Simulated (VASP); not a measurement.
Set up this calculation in VASP 6.6.1, as the native input.

```yaml
Task: single point
Functional: PBE
Potentials_or_basis: VASP PAW PBE potentials, release 64 (Li_sv, F)
Cutoff: 750 eV
k_mesh: 3 × 3 × 3
Occupations: gaussian, width 0.01 eV
Spin: no spin polarisation
Dipole_correction: no
Further_INCAR_settings: ALGO = Normal; EDIFF = 1e-06; NBANDS = 12
```

The structure of LiF lies in POSCAR:

```
LiF
1.0
    0.0000000000      2.0571010639      2.0571010639
    2.0571010639      0.0000000000      2.0571010639
    2.0571010639      2.0571010639      0.0000000000
Li F
1 1
Direct
    0.0000000000      0.0000000000      0.0000000000
    0.5000000000      0.5000000000      0.5000000000
```

The input as run:

INCAR

```
ALGO     = Normal         # electronic algorithm
EDIFF    = 1E-6           # SCF threshold, eV
ENCUT    = 750            # plane-wave cutoff, eV
GGA      = PE             # functional
GGA_COMPAT= False        
ISIF     = 2              # what is computed and relaxed
ISMEAR   = 0              # smearing method
LASPH    = True           # aspherical terms in the spheres
LCHARG   = False          # write CHGCAR
LREAL    = False          # projectors in reciprocal space
LWAVE    = False          # write WAVECAR
NBANDS   = 12             # bands
NELM     = 120            # most SCF steps
PREC     = Accurate       # precision mode
SIGMA    = 0.01           # smearing width, eV
```

KPOINTS

```
k-points
0
Gamma
  3 3 3
```

Potentials or basis: VASP PAW PBE potentials, release 64 (Li_sv, F).

Run with:

```console
$ cat potpaw_PBE.64/Li_sv/POTCAR potpaw_PBE.64/F/POTCAR > POTCAR
$ mpirun -np 1 vasp_std > vasp.out
```

Results of the run:

```yaml
Pressure: -2.4 GPa
Band_gap_on_the_k_mesh: 8.52 eV, direct
```

Caveat: the k points lie up to 0.88 Å⁻¹ apart.

Run time: 6 s on 1 thread of Intel Xeon 8259CL, with other jobs on the host, peak memory 0.14 GiB.
